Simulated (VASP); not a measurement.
# Al2Cu (I4/mcm) in VASP: a series of runs, part 2 of 3

VASP 6.6.1. Earlier steps stand in the parts before.

## (3) Single point, PBE (14.06 Å³/atom)

This run uses another cell than the first one, of 14.06 Å³/atom.

Contents of INCAR:

```
ALGO = Normal
EDIFF = 1E-6
ENCUT = 520
GGA = PE
ISIF = 2
ISMEAR = -1
LASPH = T
LCHARG = F
LREAL = F
LWAVE = F
NBANDS = 26
NELM = 80
PREC = Accurate
SIGMA = 0.05
```

Contents of KPOINTS:

```
k-points
0
Gamma
  12 12 12
```

Contents of POSCAR:

```
Al2Cu
1.0
   -2.9715744608      2.9715744608      2.3887207261
    2.9715744608     -2.9715744608      2.3887207261
    2.9715744608      2.9715744608     -2.3887207261
Al Cu
4 2
Direct
    0.6581000000      0.1581000000      0.8162000000
    0.1581000000      0.3419000000      0.5000000000
    0.3419000000      0.8419000000      0.1838000000
    0.8419000000      0.6581000000      0.5000000000
    0.2500000000      0.2500000000      0.0000000000
    0.7500000000      0.7500000000      0.0000000000
```

Potentials or basis: VASP PAW PBE potentials, release 64 (Al, Cu).

Command:

```bash
$ cat potpaw_PBE.64/Al/POTCAR potpaw_PBE.64/Cu/POTCAR > POTCAR
$ mpirun -np 1 vasp_std > vasp.out
```

OUTCAR:

```text
EDIFF = 1E-6
   ENCUT = 520
   GGA = PE
   ISIF = 2
   ISMEAR = -1
   LASPH = T
   LREAL = F
   NELM = 80
   PREC = Accurate

 ion  position               nearest neighbor table
   1  0.658  0.158  0.816-   5 2.54   6 2.54   5 2.54   6 2.54   3 2.66   3 2.84   3 2.84   2 3.04
                             4 3.04   4 3.04   2 3.04   2 3.17   4 3.17   4 3.17   2 3.17
   2  0.158  0.342  0.500-   6 2.54   5 2.54   5 2.54   6 2.54   4 2.66   4 2.84   4 2.84   1 3.04
                             3 3.04   1 3.04   3 3.04   1 3.17   3 3.17   3 3.17   1 3.17
   3  0.342  0.842  0.184-   5 2.54   6 2.54   5 2.54   6 2.54   1 2.66   1 2.84   1 2.84   4 3.04
                             2 3.04   2 3.04   4 3.04   4 3.17   2 3.17   4 3.17   2 3.17
   4  0.842  0.658  0.500-   5 2.54   6 2.54   6 2.54   5 2.54   2 2.66   2 2.84   2 2.84   1 3.04
                             3 3.04   1 3.04   3 3.04   1 3.17   3 3.17   1 3.17   3 3.17
   5  0.250  0.250  0.000-   6 2.39   6 2.39   1 2.54   3 2.54   1 2.54   3 2.54   2 2.54   4 2.54
                             4 2.54   2 2.54
   6  0.750  0.750  0.000-   5 2.39   5 2.39   1 2.54   3 2.54   1 2.54   3 2.54   4 2.54   4 2.54
                             2 2.54   2 2.54

  LATTYP: Found a body centered tetragonal cell.
 ALAT       =     5.9431489216
 C/A-ratio  =     0.8038569309

  Lattice vectors:

 A1 = (  -2.9715744608,   2.9715744608,   2.3887207261)
 A2 = (   2.9715744608,  -2.9715744608,   2.3887207261)
 A3 = (   2.9715744608,   2.9715744608,  -2.3887207261)

Analysis of symmetry for initial positions (statically):
=====================================================================
 Subroutine PRICEL returns:
 Original cell was already a primitive cell.

 Routine SETGRP: Setting up the symmetry group for a
 body centered tetragonal supercell.

 Subroutine GETGRP returns: Found 16 space group operations
 (whereof  8 operations were pure point group operations)
 out of a pool of 16 trial point group operations.

The static configuration has the point symmetry C_4h.
 The point group associated with its full space group is D_4h.

Analysis of symmetry for dynamics (positions and initial velocities):
=====================================================================
 Subroutine PRICEL returns:
 Original cell was already a primitive cell.

 Routine SETGRP: Setting up the symmetry group for a
 body centered tetragonal supercell.

 Subroutine GETGRP returns: Found 16 space group operations
 (whereof  8 operations were pure point group operations)
 out of a pool of 16 trial point group operations.

The dynamic configuration has the point symmetry C_4h.
 The point group associated with its full space group is D_4h.

 Subroutine INISYM returns: Found 16 space group operations
 (whereof  8 operations are pure point group operations),
 and found     1 'primitive' translations

----------------------------------------------------------------------------------------

                                     Primitive cell

  volume of cell :      84.3721

  direct lattice vectors                    reciprocal lattice vectors
    -2.971574461  2.971574461  2.388720726     0.000000000  0.168260970  0.209317060
     2.971574461 -2.971574461  2.388720726     0.168260970  0.000000000  0.209317060
     2.971574461  2.971574461 -2.388720726     0.168260970  0.168260970  0.000000000

  length of vectors
[... 50 lines left out ...]
  0.250000 -0.000000  0.000000      8.000000
  0.333333  0.000000  0.000000      8.000000
  0.416667  0.000000 -0.000000      8.000000
[... 16 lines left out ...]
  0.500000  0.166667  0.000000     16.000000
 -0.416667  0.166667  0.000000     16.000000
 [... further k-points ...]
   k-points           NKPTS =    163   k-points in BZ     NKDIM =    163   number of bands    NBANDS=     26
   number of dos      NEDOS =    301   number of ions     NIONS =      6
   total plane-waves  NPLWV =  46656
   dimension x,y,z NGX =    36 NGY =   36 NGZ =   36
   dimension x,y,z NGXF=    72 NGYF=   72 NGZF=   72
   ions per type =               4   2
   NGX,Y,Z   is equivalent  to a cutoff of  12.38, 12.38, 12.38 a.u.
   NGXF,Y,Z  is equivalent  to a cutoff of  24.76, 24.76, 24.76 a.u.
 SYSTEM =  unknown system
   PREC   = accura    normal or accurate (medium, high low for compatibility)
   ISTART =      0    job   : 0-new  1-cont  2-samecut
   ICHARG =      2    charge: 1-file 2-atom 10-const
   ISPIN  =      1    spin polarized calculation?
   LNONCOLLINEAR =      F non collinear calculations
   LSORBIT =      F    spin-orbit coupling
   LASPH  =      T    aspherical Exc in radial PAW
   ENCUT  =  520.0 eV  38.22 Ry    6.18 a.u.   8.99  8.99  8.99*2*pi/ulx,y,z
   NELM   =     80;   NELMIN=  2; NELMDL= -5     # of ELM steps
   EDIFF  = 0.1E-05   stopping-criterion for ELM
   LREAL  =      F    real-space projection
   EDIFFG = 0.1E-04   stopping-criterion for IOM
   NSW    =      0    number of steps for IOM
   IBRION =     -1    ionic relax: 0-MD 1-quasi-New 2-CG
   NFREE  =      0    steps in history (QN), initial steepest desc. (CG)
   ISIF   =      2    stress and relaxation
   ISYM   =      2    0-nonsym 1-usesym 2-fastsym
   POTIM  = 0.5000    time-step for ionic-motion
   TEBEG  =    0.0;   TEEND  =   0.0 temperature during run
   PSTRESS=    0.0 pullay stress
   NELECT =      34.0000    total number of electrons
   NUPDOWN=      -1.0000    fix difference up-down
   EMIN   =  10.00;   EMAX   =-10.00  energy-range for DOS
   EFERMI =   0.00;   METHOD = LEGACY
   ISMEAR =    -1;   SIGMA  =   0.05  broadening in eV -4-tet -1-fermi 0-gaus
   EFERMI_NEDOS =   21; number of points for ismear=-14 and -15
   IALGO  =     38    algorithm
   IMIX   =      4    mixing-type and parameters
     AMIX     =   0.40;   BMIX     =  1.00
     AMIX_MAG =   1.60;   BMIX_MAG =  1.00
  volume/ion in A,a.u.               =      14.06        94.90
  Fermi-wavevector in a.u.,A,eV,Ry     =   1.209210  2.285075 19.894275  1.462188
  Thomas-Fermi vector in A             =   2.344794
   LORBIT       =      0    0 simple, 1 ext, 2 COOP (PROOUT), +10 PAW based schemes
   GGA     = PE    functional components
   LHFCALC =     F    Hartree Fock is set to
   AEXX    =    0.0000 exact exchange contribution
   IVDW    =     0    specifies the selected vdW correction
   LEPSILON=     F    determine dielectric tensor
   LRPA    =     F    only Hartree local field effects (RPA)
 non-spin polarized calculation
  energy-cutoff  :      520.00
  volume of cell :       84.37
 maximum number of plane-waves:      2290
   NGX = 17   NGY = 17   NGZ = 17

 number of electron      34.0000041 magnetization

 Free energy of the ion-electron system (eV)
  ---------------------------------------------------
  ext. energy  EPLUGINS =         0.00000000
  ---------------------------------------------------
  free energy    TOTEN  =       -23.27790659 eV

  energy without entropy =      -23.26122583  energy(sigma->0) =      -23.26956621

 E-fermi :   8.6254     XC(G=0): -11.1031

 val. band max:        8.6185364564   @ k =   0.2500   0.2500   0.0000
 cond. band min:       8.6528355015   @ k =  -0.3333   0.0833   0.0000
 fundamental gap:      0.0342990451
 Fermi energy:         8.6253669977

 k-point     1 :       0.0000    0.0000    0.0000
  band No.  band energies     occupation
      1      -2.5351      2.00000
      2       3.0567      2.00000
      3       3.2436      2.00000
      4       3.2436      2.00000
      5       3.2591      2.00000
      6       4.2108      2.00000
[... 685 lines left out ...]
     25      14.7258      0.00000
     26      16.1228      0.00000

 [... further k-points ...]

------------------------ aborting loop because EDIFF is reached ----------------------------------------

  FORCE on cell =-STRESS in cart. coord.  units (eV):
  Direction    XX          YY          ZZ          XY          YZ          ZX
  --------------------------------------------------------------------------------------
  -------------------------------------------------------------------------------------
  Total        3.6169594      3.6169594      3.5900074      0.0000000      0.0000000      0.0000000
  in kB       68.6840048     68.6840048     68.1722023      0.0000000      0.0000000      0.0000000
  external PRESSURE =      68.5134040 kB  Pullay stress =       0.0000000 kB

 VOLUME and BASIS-vectors are now :
 -----------------------------------------------------------------------------
  energy-cutoff  :      520.00
  volume of cell :       84.37
      direct lattice vectors                 reciprocal lattice vectors
    -2.971574461  2.971574461  2.388720726     0.000000000  0.168260970  0.209317060
     2.971574461 -2.971574461  2.388720726     0.168260970  0.000000000  0.209317060
     2.971574461  2.971574461 -2.388720726     0.168260970  0.168260970  0.000000000

 POSITION                                       TOTAL-FORCE (eV/Angst)
 -----------------------------------------------------------------------------------
      0.93961      3.91119     -0.00000        -0.017088     -0.017088      0.000000
      2.03196      0.93961      0.00000         0.017088     -0.017088     -0.000000
      2.03196     -0.93961      2.38872         0.017088      0.017088     -0.000000
      0.93961      2.03196      2.38872        -0.017088      0.017088     -0.000000
      0.00000      0.00000      1.19436        -0.000000     -0.000000      0.000000
      0.00000      0.00000      3.58308        -0.000000     -0.000000      0.000000
 -----------------------------------------------------------------------------------
    total drift:                                0.000000     -0.000000      0.000000

  FREE ENERGIE OF THE ION-ELECTRON SYSTEM (eV)
  ---------------------------------------------------
  free  energy   TOTEN  =       -23.2779065909 eV

  energy  without entropy=      -23.2612258285  energy(sigma->0) =      -23.26956621
```

stdout:

```text
POSCAR found type information on POSCAR AlCu
 POSCAR found :  2 types and       6 ions
 scaLAPACK will be used
 LDA part: xc-table for (Slater+PW92), standard interpolation
 POSCAR, INCAR and KPOINTS ok, starting setup
 FFT: planning ... GRIDC
 FFT: planning ... GRID_SOFT
 FFT: planning ... GRID
 WAVECAR not read
 entering main loop
```

Wall time 7.5 min (1 thread of Oxide Virtual Turin-like, shared host); peak memory 0.39 GiB.

Results:

* Free energy: -23.2779 eV
* Pressure: 6.9 GPa
* Largest force: 0.024 eV/Å
* Band gap on the k mesh: zero (bands 17 and 18 overlap by 4.50 eV)

Forces in eV/Å, atoms in the order of the input:
```
Al  -0.017 -0.017  0.000
Al   0.017 -0.017  0.000
Al   0.017  0.017  0.000
Al  -0.017  0.017  0.000
Cu   0.000  0.000  0.000
Cu   0.000  0.000  0.000
```

Caveat: the cell stands under pressure.

## (4) Single point, PBE (14.36 Å³/atom)

This run uses another cell than the first one, of 14.36 Å³/atom.

Contents of INCAR:

```
PREC = Accurate
ENCUT = 520
EDIFF = 1E-7
ISMEAR = -1
SIGMA = 0.05
LREAL = False
LASPH = True
NELM = 80
ALGO = Normal
ISIF = 2
LWAVE = False
LCHARG = False
GGA = PE
NBANDS = 26
```

Contents of KPOINTS:

```
regular mesh
0
Gamma
  12 12 12
```

POSCAR: that of step 3 with these lines changed.

```diff
@@ -2,5 +2,5 @@
 1.0
-   -2.9715744608      2.9715744608      2.3887207261
-    2.9715744608     -2.9715744608      2.3887207261
-    2.9715744608      2.9715744608     -2.3887207261
+   -2.9925017310      2.9925017310      2.4055432573
+    2.9925017310     -2.9925017310      2.4055432573
+    2.9925017310      2.9925017310     -2.4055432573
 Al Cu
```

Command:

```bash
$ cat potpaw_PBE.64/Al/POTCAR potpaw_PBE.64/Cu/POTCAR > POTCAR
$ mpirun -np 1 vasp_std > vasp.out
```

It took 9 min on 1 thread of Oxide Virtual Turin-like, shared host; peak memory 0.39 GiB.

Results (log left out):

| Quantity | Value |
| --- | --- |
| Free energy | -23.3405 eV |
| Pressure | 4.3 GPa |
| Largest force | 0.013 eV/Å |
| Band gap on the k mesh | zero (bands 17 and 18 overlap by 4.44 eV) |

Forces on the atoms (eV/Å):
```
Al  -0.009 -0.009  0.000
Al   0.009 -0.009  0.000
Al   0.009  0.009  0.000
Al  -0.009  0.009  0.000
Cu   0.000  0.000  0.000
Cu   0.000  0.000  0.000
```

Levels at points of the mesh, in eV from the Fermi level:
| k point | band 14 | band 15 | band 16 | band 17 | band 18 | band 19 | band 20 | band 21 |
| --- | --- | --- | --- | --- | --- | --- | --- | --- |
| (0.00, 0.00, 0.00) | -2.03 | -1.38 | -1.24 | -1.24 | -0.87 | -0.24 | 0.00 | 1.55 |
| (0.50, 0.00, 0.00) | -3.16 | -2.64 | -2.64 | 0.24 | 0.24 | 4.13 | 4.13 | 4.38 |
| (0.50, 0.50, 0.00) | -2.86 | -1.50 | -1.36 | -0.92 | -0.65 | 0.81 | 1.32 | 4.67 |
| (0.50, 0.50, 0.50) | -3.29 | -3.29 | -1.84 | 2.62 | 2.98 | 2.98 | 3.41 | 4.22 |

Caveat: the cell stands under pressure.

## (5) Single point, PBE (z stretched by -3 %, then relaxed in part)

Contents of INCAR:

```
SYSTEM = Al2Cu
  PREC = Accurate
  ENCUT = 520
  EDIFF = 1E-7
  ISMEAR = -1
  SIGMA = 0.05
  LREAL = .False.
  LASPH = .True.
  NELM = 80
  ALGO = Normal
  ISIF = 2
  LWAVE = .False.
  LCHARG = .False.
  GGA = PE
  NBANDS = 26
```

Contents of KPOINTS:

```
Automatic mesh
0
Gamma
  12 12 12
  0 0 0
```

Contents of POSCAR:

```
Al2Cu
1.0
   -3.0335000000      3.0335000000      2.3653450000
    3.0335000000     -3.0335000000      2.3653450000
    3.0335000000      3.0335000000     -2.3653450000
Al Cu
4 2
Direct
    0.6571885342      0.1571885342      0.8143770684
    0.1571885342      0.3428114658      0.5000000000
    0.3428114658      0.8428114658      0.1856229316
    0.8428114658      0.6571885342      0.5000000000
    0.2500000000      0.2500000000      0.0000000000
    0.7500000000      0.7500000000      0.0000000000
```

Potentials or basis: VASP PAW PBE potentials, release 64 (Al, Cu).

Command:

```bash
$ cat potpaw_PBE.64/Al/POTCAR potpaw_PBE.64/Cu/POTCAR > POTCAR
$ mpirun -np 1 vasp_std > vasp.out
```

OUTCAR:

```text
SYSTEM = Al2Cu
   PREC = Accurate
   ENCUT = 520
   EDIFF = 1E-7
   ISMEAR = -1
   LREAL = .False.
   LASPH = .True.
   NELM = 80
   ISIF = 2
   GGA = PE

 ion  position               nearest neighbor table
   1  0.657  0.157  0.814-   5 2.58   6 2.58   5 2.58   6 2.58   3 2.70   3 2.85   3 2.85   4 3.04
                             2 3.04   2 3.04   4 3.04   4 3.24   2 3.24   2 3.24   4 3.24
   2  0.157  0.343  0.500-   6 2.58   5 2.58   5 2.58   6 2.58   4 2.70   4 2.85   4 2.85   3 3.04
                             1 3.04   1 3.04   3 3.04   1 3.24   3 3.24   1 3.24   3 3.24
   3  0.343  0.843  0.186-   5 2.58   6 2.58   5 2.58   6 2.58   1 2.70   1 2.85   1 2.85   2 3.04
                             4 3.04   4 3.04   2 3.04   4 3.24   2 3.24   4 3.24   2 3.24
   4  0.843  0.657  0.500-   5 2.58   6 2.58   6 2.58   5 2.58   2 2.70   2 2.85   2 2.85   3 3.04
                             1 3.04   1 3.04   3 3.04   1 3.24   3 3.24   3 3.24   1 3.24
   5  0.250  0.250  0.000-   6 2.37   6 2.37   4 2.58   2 2.58   4 2.58   2 2.58   1 2.58   3 2.58
                             3 2.58   1 2.58
   6  0.750  0.750  0.000-   5 2.37   5 2.37   2 2.58   4 2.58   2 2.58   4 2.58   3 2.58   1 2.58
                             1 2.58   3 2.58

  LATTYP: Found a body centered tetragonal cell.
 ALAT       =     6.0670000000
[... 199 lines left out ...]
  band No.  band energies     occupation
      1      -2.6642      2.00000
      2       2.8229      2.00000
      3       2.9876      2.00000
      4       3.0711      2.00000
      5       3.0711      2.00000
      6       3.9791      2.00000
[... 685 lines left out ...]
     25      14.2002      0.00000
     26      15.5817      0.00000

 [... further k-points ...]

------------------------ aborting loop because EDIFF is reached ----------------------------------------

  FORCE on cell =-STRESS in cart. coord.  units (eV):
  Direction    XX          YY          ZZ          XY          YZ          ZX
  --------------------------------------------------------------------------------------
  -------------------------------------------------------------------------------------
  Total        0.9614497      0.9614497      3.1309043      0.0000000     -0.0000000      0.0000000
  in kB       17.6927225     17.6927225     57.6153086      0.0000000     -0.0000000      0.0000000
  external PRESSURE =      31.0002512 kB  Pullay stress =       0.0000000 kB

 VOLUME and BASIS-vectors are now :
 -----------------------------------------------------------------------------
  energy-cutoff  :      520.00
  volume of cell :       87.06
      direct lattice vectors                 reciprocal lattice vectors
    -3.033500000  3.033500000  2.365345000     0.000000000  0.164826108  0.211385654
     3.033500000 -3.033500000  2.365345000     0.164826108  0.000000000  0.211385654
     3.033500000  3.033500000 -2.365345000     0.164826108  0.164826108  0.000000000

 POSITION                                       TOTAL-FORCE (eV/Angst)
 -----------------------------------------------------------------------------------
      0.95366      3.98716      0.00000        -0.008339     -0.008339     -0.000000
      2.07984      0.95366      0.00000         0.008339     -0.008339     -0.000000
      2.07984     -0.95366      2.36534         0.008339      0.008339      0.000000
      0.95366      2.07984      2.36535        -0.008339      0.008339      0.000000
      0.00000      0.00000      1.18267         0.000000     -0.000000     -0.000000
      0.00000      0.00000      3.54802         0.000000     -0.000000     -0.000000
 -----------------------------------------------------------------------------------
    total drift:                                0.000000     -0.000000      0.000000

  FREE ENERGIE OF THE ION-ELECTRON SYSTEM (eV)
  ---------------------------------------------------
  free  energy   TOTEN  =       -23.3399052405 eV

  energy  without entropy=      -23.3229455521  energy(sigma->0) =      -23.33142540
```

stdout:

```text
POSCAR found type information on POSCAR AlCu
 POSCAR found :  2 types and       6 ions
 scaLAPACK will be used
 LDA part: xc-table for (Slater+PW92), standard interpolation
 POSCAR, INCAR and KPOINTS ok, starting setup
 FFT: planning ... GRIDC
 FFT: planning ... GRID_SOFT
 FFT: planning ... GRID
 WAVECAR not read
 entering main loop
```

Run time: 7.8 min. Hardware: 1 thread of Oxide Virtual Turin-like, shared host; peak memory 0.39 GiB.

What came out:

```
Free energy            : -23.3399 eV
Pressure               : 3.1 GPa
Largest force          : 0.012 eV/Å
Band gap on the k mesh : zero (bands 17 and 18 overlap by 4.50 eV)
```

Forces on the atoms (eV/Å):
```
Al  -0.008 -0.008  0.000
Al   0.008 -0.008  0.000
Al   0.008  0.008  0.000
Al  -0.008  0.008  0.000
Cu   0.000  0.000  0.000
Cu   0.000  0.000  0.000
```

Levels at points of the mesh, in eV from the Fermi level:
| k point | band 14 | band 15 | band 16 | band 17 | band 18 | band 19 | band 20 | band 21 |
| --- | --- | --- | --- | --- | --- | --- | --- | --- |
| (0.00, 0.00, 0.00) | -2.24 | -1.16 | -1.13 | -1.13 | -0.92 | -0.19 | -0.04 | 1.67 |
| (0.50, 0.00, 0.00) | -3.19 | -2.65 | -2.65 | 0.12 | 0.12 | 3.89 | 3.89 | 4.17 |
| (0.50, 0.50, 0.00) | -2.59 | -1.65 | -1.52 | -0.86 | -0.49 | 0.56 | 1.07 | 4.56 |
| (0.50, 0.50, 0.50) | -3.19 | -3.19 | -1.73 | 2.69 | 2.99 | 2.99 | 3.33 | 4.28 |

Caveat: the cell differs from its parent crystal (z stretched by -3 %, then relaxed in part); the cell stands under pressure.

(Part 2 of 3 ends here.)

The gap in the log of VASP goes by the Fermi energy; the results here count the filled bands.